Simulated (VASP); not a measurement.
## ZnO: single point with PBE

ZnO:

```
Zn O
1.0
     3.24940    0.00000    0.00000
    -1.62470    2.81406    0.00000
     0.00000    0.00000    5.20380
Zn O
2 2
Cartesian
  0.0000 1.8760 0.0025
  1.6247 0.9380 2.6044
  0.0000 1.8760 1.9859
  1.6247 0.9380 4.5878
```

```
Program                : VASP 6.6.1
Task                   : single point
Functional             : PBE
Potentials or basis    : VASP PAW PBE potentials, release 64 (Zn, O_h)
Cutoff                 : 910 eV
k mesh                 : 8 × 8 × 5
Occupations            : gaussian, width 0.01 eV
Spin                   : no spin polarisation
Dipole correction      : no
Second run             : hard_potentials
Further INCAR settings : ALGO = Normal; EDIFF = 1e-06; NBANDS = 26
```

The pressure is 5.7 GPa and the band gap on the k mesh is 0.79 eV, direct.

Stress tensor (GPa, compression positive):
```
5.44 0.00 0.00
0.00 5.44 0.00
0.00 0.00 6.17
```

Levels at points of the mesh, in eV from the valence-band top:
| k point | band 14 | band 15 | band 16 | band 17 | band 18 | band 19 | band 20 | band 21 | band 22 | band 23 |
| --- | --- | --- | --- | --- | --- | --- | --- | --- | --- | --- |
| (0.00, 0.00, 0.00) | -0.79 | -0.79 | -0.09 | 0.00 | 0.00 | 0.79 | 5.20 | 8.26 | 12.84 | 12.84 |
| (0.50, 0.00, 0.00) | -3.57 | -2.82 | -2.28 | -1.27 | -0.85 | 5.78 | 6.86 | 7.64 | 8.48 | 10.62 |

Wall time 35 s on 1 thread of Intel(R) Xeon(R) 6975P-C (Granite Rapids) (shared host), peak memory 0.25 GiB.

Caveat: the cutoff is under 1.25 times the usual one of these potentials, so pressure, stress and relaxed cells hold a basis-set (Pulay) error. Expect the measured gap to be larger: semilocal functionals such as PBE lack the derivative discontinuity.
